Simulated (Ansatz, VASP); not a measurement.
# Ge: VASP beside Ansatz

Contents of POSCAR:

```
Ge
1.0
    0.0000000000      2.8085047770      2.8085047770
    2.8085047770      0.0000000000      2.8085047770
    2.8085047770      2.8085047770      0.0000000000
Ge
2
Direct
    0.0000000000      0.0000000000      0.0000000000
    0.2500000000      0.2500000000      0.2500000000
```

The input INCAR.step1:

```
  ALGO = Normal
  EDIFF = 1E-4
  ENCUT = 520
  GGA = PE
  GGA_COMPAT = False
  ISMEAR = -1
  LASPH = True
  LCHARG = False
  LREAL = False
  LSORBIT = True
  LWAVE = True
  MAGMOM = 0 0 0 0 0 0
  NBANDS = 40
  NELM = 150
  PREC = Accurate
  SIGMA = 0.02
```

Contents of INCAR.step2:

```
  ALGO = Normal
  EDIFF = 1E-6
  ENCUT = 520
  GGA_COMPAT = False
  ISIF = 2
  ISMEAR = -1
  ISTART = 1
  LASPH = True
  LCHARG = False
  LMIXTAU = True
  LORBIT = 11
  LORBMOM = True
  LREAL = False
  LSORBIT = True
  LWAVE = False
  MAGMOM = 0 0 0 0 0 0
  METAGGA = R2SCAN
  NBANDS = 40
  NELM = 150
  PREC = Accurate
  SIGMA = 0.02
```

KPOINTS

```
k-points
0
Gamma
  8 8 8
```

Input for Ansatz:

```yaml
crystal:
  lattice:
    - [0.0, 2.808504777, 2.808504777]
    - [2.808504777, 0.0, 2.808504777]
    - [2.808504777, 2.808504777, 0.0]
  atoms:
    - { symbol: Ge, position: [0.0, 0.0, 0.0] }
    - { symbol: Ge, position: [0.25, 0.25, 0.25] }
kpoints:
  mp_grid: { grid: [8, 8, 8] }
  band_path:
    path:
      - [0.0, 0.0, 0.0]
      - [0.5, 0.0, 0.5]
      - [0.625, 0.25, 0.625]
      - [0.375, 0.375, 0.75]
      - [0.5, 0.5, 0.5]
      - [0.5, 0.25, 0.75]
    npoints: 1
hamiltonian:
  xc: r2scan
scf:
  occupations: { method: fermi_dirac, width: 0.02 }
  n_extra_bands: 8
magnetization:
  noncollinear: true
  spin_orbit: true
output:
  forces: true
  stress: true
  eigenvalues: true
```

Change from the starting cell: hydrostatic strain -1.0%.

Alike in both runs: task single point; functional r2SCAN; k mesh 8 × 8 × 8; occupations fermi-dirac, width 0.02 eV; non-collinear spin, spin-orbit coupling.

```csv
,VASP,Ansatz
version,VASP 6.6.1,Ansatz 0.2.0
potentials or method,"VASP PAW PBE potentials, release 64 (Ge_d)","plane waves, PAW"
plane-wave cutoff (eV),520,500
valence electrons in the cell,28,28
```

```tsv
	VASP	Ansatz	Ansatz less VASP
pressure (GPa)	2.4	2.3	-0.07
```

VASP's potentials were made for PBE, not for r2SCAN.
